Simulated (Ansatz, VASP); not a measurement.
# One calculation of GaAs, two programs

```
Ga As
1.0
     0.00000    2.82248    2.82248
     2.82248    0.00000    2.82248
     2.82248    2.82248    0.00000
Ga As
1 1
Direct
  0.00000 0.00000 0.00000
  0.25000 0.25000 0.25000
```

Alike in both runs: task single point; functional PBE; k mesh 8 × 8 × 8; occupations gaussian, width 0.02 eV; no spin polarisation.

|  | VASP | Ansatz |
| --- | --- | --- |
| version | VASP 6.6.1 | Ansatz 0.2.0 |
| potentials or method | VASP PAW PBE potentials, release 64 (Ga_d, As), cutoff 500 eV | scalar-relativistic, plane waves, PAW |
| valence electrons in the cell | 18 | 28 |

```csv
,VASP,Ansatz,Ansatz less VASP
gap on the k mesh at the Fermi level (eV),0.56,0.55,-0.002
least direct gap on the mesh (eV),0.56,0.55,-0.002
pressure (GPa),3.8,3.6,-0.15
```

VASP's potentials hold 18 valence electrons a cell and Ansatz's 28, so a difference there can come from the potentials and not from the codes.
